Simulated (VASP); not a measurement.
# CoO (R-3m) in VASP: a series of runs, part 2 of 2

VASP 6.6.1.

## 3. Vibrations by perturbation theory, PBE, collinear spin, ferromagnetic start

INCAR

```
SYSTEM = CoO
PREC = Accurate
ENCUT = 600
EDIFF = 1E-8
ISMEAR = -1
SIGMA = 0.05
LREAL = .FALSE.
LASPH = .TRUE.
NELM = 200
ALGO = Normal
ISIF = 2
LWAVE = .FALSE.
LCHARG = .FALSE.
ISPIN = 2
MAGMOM = 2 0
LORBIT = 11
LMAXMIX = 4
GGA = PE
NBANDS = 18
IBRION = 8
NSW = 1
GGA_COMPAT = .FALSE.
```

KPOINTS

```
Automatic mesh
0
G
  8 8 8
  0 0 0
```

POSCAR

```
CoO
1.0
    1.5054695445      0.8691832468      2.4399269062
   -1.5054695445      0.8691832468      2.4399269062
    0.0000000000     -1.7383664936      2.4399269062
Co O
1 1
Direct
    0.0000000000      0.0000000000      0.0000000000
    0.5000000000      0.5000000000      0.5000000000
```

Potentials or basis: VASP PAW PBE potentials, release 64 (Co, O).

The run is started by

```
$ cat potpaw_PBE.64/Co/POTCAR potpaw_PBE.64/O/POTCAR > POTCAR
$ mpirun -np 1 vasp_std > vasp.out
```

OUTCAR:

```text
SYSTEM = CoO
   PREC = Accurate
   ENCUT = 600
   EDIFF = 1E-8
   ISMEAR = -1
   LREAL = .FALSE.
   LASPH = .TRUE.
   NELM = 200
   ISIF = 2
   ISPIN = 2
   LORBIT = 11
   GGA = PE
   IBRION = 8
   NSW = 1

 ion  position               nearest neighbor table
   1  0.000  0.000  0.000-   2 2.12   2 2.12   2 2.12   2 2.12   2 2.12   2 2.12
   2  0.500  0.500  0.500-   1 2.12   1 2.12   1 2.12   1 2.12   1 2.12   1 2.12

  LATTYP: Found a trigonal (rhomboedric) cell.
 ALAT       =     2.9958573687
 COS(alpha) =     0.4949531368

  Lattice vectors:

 A1 = (   1.5054695445,   0.8691832468,   2.4399269062)
 A2 = (  -1.5054695445,   0.8691832468,   2.4399269062)
 A3 = (   0.0000000000,  -1.7383664936,   2.4399269062)

Analysis of symmetry for initial positions (statically):
=====================================================================
 Subroutine PRICEL returns:
 Original cell was already a primitive cell.

 Routine SETGRP: Setting up the symmetry group for a
 trigonal (rhombohedral) supercell.

 Subroutine GETGRP returns: Found 12 space group operations
 (whereof 12 operations were pure point group operations)
 out of a pool of 12 trial point group operations.

The static configuration has the point symmetry D_3d.

Analysis of symmetry for dynamics (positions and initial velocities):
=====================================================================
 Subroutine PRICEL returns:
 Original cell was already a primitive cell.

 Routine SETGRP: Setting up the symmetry group for a
 trigonal (rhombohedral) supercell.

 Subroutine GETGRP returns: Found 12 space group operations
 (whereof 12 operations were pure point group operations)
 out of a pool of 12 trial point group operations.

The dynamic configuration has the point symmetry D_3d.

Analysis of structural, dynamic, and magnetic symmetry:
=====================================================================
 Subroutine PRICEL returns:
 Original cell was already a primitive cell.

 Routine SETGRP: Setting up the symmetry group for a
 trigonal (rhombohedral) supercell.

 Subroutine GETGRP returns: Found 12 space group operations
 (whereof 12 operations were pure point group operations)
 out of a pool of 12 trial point group operations.

The overall configuration has the point symmetry D_3d.

 Subroutine INISYM returns: Found 12 space group operations
 (whereof 12 operations are pure point group operations),
 and found     1 'primitive' translations

----------------------------------------------------------------------------------------

[... 1165 lines left out ...]

  FORCE on cell =-STRESS in cart. coord.  units (eV):
  Direction    XX          YY          ZZ          XY          YZ          ZX
  --------------------------------------------------------------------------------------
  -------------------------------------------------------------------------------------
  Total       -0.1087413     -0.1087413     -0.1524540      0.0000000      0.0000000     -0.0000000
  in kB       -9.0948076     -9.0948076    -12.7508170      0.0000000      0.0000000     -0.0000000
  external PRESSURE =     -10.3134774 kB  Pullay stress =       0.0000000 kB

 VOLUME and BASIS-vectors are now :
 -----------------------------------------------------------------------------
  energy-cutoff  :      600.00
  volume of cell :       19.16
      direct lattice vectors                 reciprocal lattice vectors
     1.505469544  0.869183247  2.439926906     0.332122295  0.191750896  0.136616114
    -1.505469544  0.869183247  2.439926906    -0.332122295  0.191750896  0.136616114
     0.000000000 -1.738366494  2.439926906     0.000000000 -0.383501793  0.136616114

 POSITION                                       TOTAL-FORCE (eV/Angst)
 -----------------------------------------------------------------------------------
      0.00000      0.00000      0.00000         0.000000      0.000000      0.000000
      0.00000      0.00000      3.65989        -0.000000      0.000000     -0.000000
 -----------------------------------------------------------------------------------
    total drift:                               -0.000000      0.000000     -0.000000

  FREE ENERGIE OF THE ION-ELECTRON SYSTEM (eV)
  ---------------------------------------------------
  free  energy   TOTEN  =       -13.0675814516 eV

  energy  without entropy=      -13.0326848984  energy(sigma->0) =      -13.05013318

[... ionic steps 2 to 3 ...]

--------------------------------------- Ionic step        4  -------------------------------------------

------------------------ aborting loop because EDIFF is reached ----------------------------------------
[... 11 lines left out ...]
[... ionic steps 8 to 8 ...]

--------------------------------------- Ionic step        9  -------------------------------------------

 Free energy of the ion-electron system (eV)
  ---------------------------------------------------
  ---------------------------------------------------
  free energy    TOTEN  =        -0.35825987 eV

  energy without entropy =       -0.35825987

------------------------ aborting loop because EDIFF is reached ----------------------------------------

 INTERNAL STRAIN TENSOR  FOR ION    2  DIRECTION 3   (eV/Angst):
 -----------------------------------------------------------------------------
    -0.03541  0.00000 -0.00000
     0.00000 -0.03541 -0.00000
    -0.00000  0.00000  0.03260

 INTERNAL STRAIN TENSOR FOR ION    2 for displacements in x,y,z  (eV/Angst):
          X           Y           Z          XY          YZ          ZX
  --------------------------------------------------------------------------------
  x     0.00000     0.00000     0.00000     0.00000     0.00000     0.00000
  y     0.00000     0.00000     0.00000     0.00000     0.00000     0.00000
  z     0.00000     0.00000     0.00000     0.00000     0.00000     0.00000

 SECOND DERIVATIVES (NOT SYMMETRIZED)
 ------------------------------------
               1X          1Y          1Z          2X          2Y          2Z
  1X    -1.459466    0.000000    0.000000    1.459466    0.000000   -0.000000
  1Y     0.000000   -1.459466    0.000000    0.000000    1.459466    0.000000
  1Z     0.000000    0.000000   -1.300952    0.000000    0.000000    1.300952
  2X     1.467334    0.000000    0.000000   -1.467334    0.000000    0.000000
  2Y     0.000000    1.467334   -0.000000    0.000000   -1.467334    0.000000
  2Z     0.000000    0.000000    1.318224    0.000000    0.000000   -1.318224

 Eigenvectors and eigenvalues of the dynamical matrix
 ----------------------------------------------------

   1 f  =    5.335363 THz    33.523073 2PiTHz  177.968544 cm-1    22.065277 meV
             X         Y         Z           dx          dy          dz
      0.000000  0.000000  0.000000     0.000000   -0.461111   -0.000000
      0.000000  0.000000  3.659890    -0.000000    0.887342    0.000000
[... 21 lines left out ...]
   6 f/i=    0.013603 THz     0.085470 2PiTHz    0.453749 cm-1     0.056258 meV
             X         Y         Z           dx          dy          dz
      0.000000  0.000000  0.000000     0.000000    0.000000    0.888076
      0.000000  0.000000  3.659890    -0.000000    0.000000    0.459697

--------------------------------------------------------------------------------------------------------

 ELASTIC MODULI CONTR FROM IONIC RELAXATION (kBar)
 Direction    XX          YY          ZZ          XY          YZ          ZX
 --------------------------------------------------------------------------------
 XX           0.0000      0.0000      0.0000      0.0000      0.0000      0.0000
 YY           0.0000      0.0000      0.0000      0.0000      0.0000      0.0000
 ZZ           0.0000      0.0000      0.0000      0.0000      0.0000      0.0000
 XY           0.0000      0.0000      0.0000      0.0000      0.0000      0.0000
 YZ           0.0000      0.0000      0.0000      0.0000      0.0000      0.0000
 ZX           0.0000      0.0000      0.0000      0.0000      0.0000      0.0000
 --------------------------------------------------------------------------------

 total charge

# of ion       s       p       d       tot
------------------------------------------
    1        0.296   0.361   7.153   7.810
    2        1.553   3.428   0.000   4.981
--------------------------------------------------
tot          1.849   3.789   7.153  12.790

 magnetization (x)

# of ion       s       p       d       tot
------------------------------------------
    1        0.021   0.018   2.484   2.523
    2        0.029   0.254   0.000   0.283
--------------------------------------------------
tot          0.049   0.273   2.484   2.806
```

OSZICAR:

```text
N       E                     dE             d eps       ncg     rms          rms(c)
DAV:   1     0.832833193263E+02    0.83283E+02   -0.71912E+03  4856   0.107E+03
DAV:   2    -0.996940552093E+01   -0.93253E+02   -0.80964E+02  4964   0.236E+02
DAV:   3    -0.153870153672E+02   -0.54176E+01   -0.51888E+01  5398   0.591E+01
DAV:   4    -0.154454580748E+02   -0.58443E-01   -0.58381E-01  5776   0.588E+00
[... 100 lines left out ...]
RMM:  12    -0.358260190718E+00    0.17676E-06   -0.10879E-08  9075   0.895E-05    0.615E-05
RMM:  13    -0.358259988488E+00    0.20223E-06   -0.33353E-09  8863   0.682E-05    0.185E-05
RMM:  14    -0.358259914038E+00    0.74449E-07   -0.11458E-08  8845   0.457E-05    0.994E-06
RMM:  15    -0.358259876265E+00    0.37773E-07   -0.11734E-08  9204   0.309E-05    0.254E-06
RMM:  16    -0.358259871522E+00    0.47433E-08   -0.85039E-09  9557   0.207E-05    0.653E-07
 Linear response finished
```

stdout:

```text
POSCAR found type information on POSCAR CoO
 POSCAR found :  2 types and       2 ions
 scaLAPACK will be used
 LDA part: xc-table for (Slater+PW92), standard interpolation
 POSCAR, INCAR and KPOINTS ok, starting setup
 FFT: planning ... GRIDC
 FFT: planning ... GRID_SOFT
 FFT: planning ... GRID
 WAVECAR not read
 entering main loop
 Linear response reoptimize wavefunctions to high precision
 Linear response DOF=           4
 Linear response progress:
 first order change of Fermi-energy   0.17645E-03
 force on displaced ion       1 direction 1 :  -1.459   0.000  -0.000
 Linear response progress:
 first order change of Fermi-energy  -0.15284E-03
 force on displaced ion       1 direction 3 :   0.000  -0.000  -1.301
 Linear response progress:
 first order change of Fermi-energy  -0.40325E-03
 force on displaced ion       2 direction 1 :  -1.467   0.000   0.000
 Linear response progress:
 first order change of Fermi-energy   0.68656E-03
 force on displaced ion       2 direction 3 :   0.000   0.000  -1.318
 Linear response finished
```

Wall time 14 min (1 thread of Oxide Virtual Turin-like, shared host); peak memory 0.4 GiB.

Results:

```yaml
Net_moment: 2.86 μB per cell
Site_moments: Co +2.52; O +0.28 μB
Valence_electrons_inside_the_program's_atomic_spheres: Co 7.81; O 4.98
Highest_phonon_frequency_at_Γ_LO-TO_splitting_left_out: 178 cm⁻¹
```

Phonon frequencies in cm⁻¹ (negative: imaginary):
```csv
q point,frequencies
"(0.000, 0.000, 0.000)",0 0 0 169 178 178
```

Caveat: the cell stands under pressure or tension, which shifts response properties; a cell with one magnetic atom can't hold antiferromagnetic order, which such compounds often take.
